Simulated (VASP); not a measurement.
Here is a VASP 6.6.1 calculation.

INCAR

```
SYSTEM = HfN
PREC     = Accurate       ! precision mode
ENCUT    = 520            ! plane-wave cutoff, eV
EDIFF    = 1E-8           ! SCF threshold, eV
ISMEAR   = -1             ! smearing method
SIGMA    = 0.01           ! smearing width, eV
LREAL    = .FALSE.        ! projectors in reciprocal space
LASPH    = .TRUE.         ! aspherical terms in the spheres
NELM     = 60             ! most SCF steps
ALGO     = Normal         ! electronic algorithm
ISIF     = 2              ! what is computed and relaxed
LWAVE    = .FALSE.        ! write WAVECAR
LCHARG   = .FALSE.        ! write CHGCAR
GGA      = PS             ! functional
LEFG     = .TRUE.       
NBANDS   = 14             ! bands
```

The input KPOINTS:

```
Automatic mesh
0
G
  10 10 10
  0 0 0
```

The input POSCAR:

```
HfN
1.0
    0.0000000000      2.2128850196      2.2128850196
    2.2128850196      0.0000000000      2.2128850196
    2.2128850196      2.2128850196      0.0000000000
Hf N
1 1
Direct
    0.0000000000      0.0000000000      0.0000000000
    0.5000000000      0.5000000000      0.5000000000
```

Potentials or basis: VASP PAW PBE potentials, release 64 (Hf_pv, N).

Launch:

```console
$ cat potpaw_PBE.64/Hf_pv/POTCAR potpaw_PBE.64/N/POTCAR > POTCAR
$ mpirun -np 1 vasp_std > vasp.out
```

Q: Predict the pressure.

A: 13.9 GPa.

Caveat: without QUAD_EFG the Cq values of the log hold for a quadrupole moment of 1 mb, not for the nuclei; the PAW data sets were made with another functional, which shifts forces and pressure a little.
